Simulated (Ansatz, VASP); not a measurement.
**SrO in VASP and in Ansatz**

```
CELL_PARAMETERS angstrom
0.00000 2.71285 2.30593
2.71285 0.00000 2.30593
2.71285 2.71285 0.00000
ATOMIC_POSITIONS crystal
Sr 0.00000 0.00000 0.00000
O 0.50000 0.50000 0.50000
```

Alike in both runs: task single point; functional PBEsol; k mesh 8 × 8 × 8; occupations gaussian, width 0.05 eV; no spin polarisation.

|  | VASP | Ansatz |
| --- | --- | --- |
| version | VASP 6.6.1 | Ansatz 0.2.0 |
| potentials or method | VASP PAW PBE potentials, release 64 (Sr_sv, O), cutoff 520 eV | scalar-relativistic, plane waves, PAW |
| valence electrons in the cell | 16 | 16 |

```csv
,VASP,Ansatz,Ansatz less VASP
gap on the k mesh at the Fermi level (eV),2.14,2.20,+0.056
least direct gap on the mesh (eV),2.29,2.32,+0.038
pressure (GPa),6.2,5.3,-0.89
"traceless stress, the component that is largest in VASP (GPa)",21.63,20.42,-1.215
```

VASP's potentials were made for PBE, not for PBEsol.
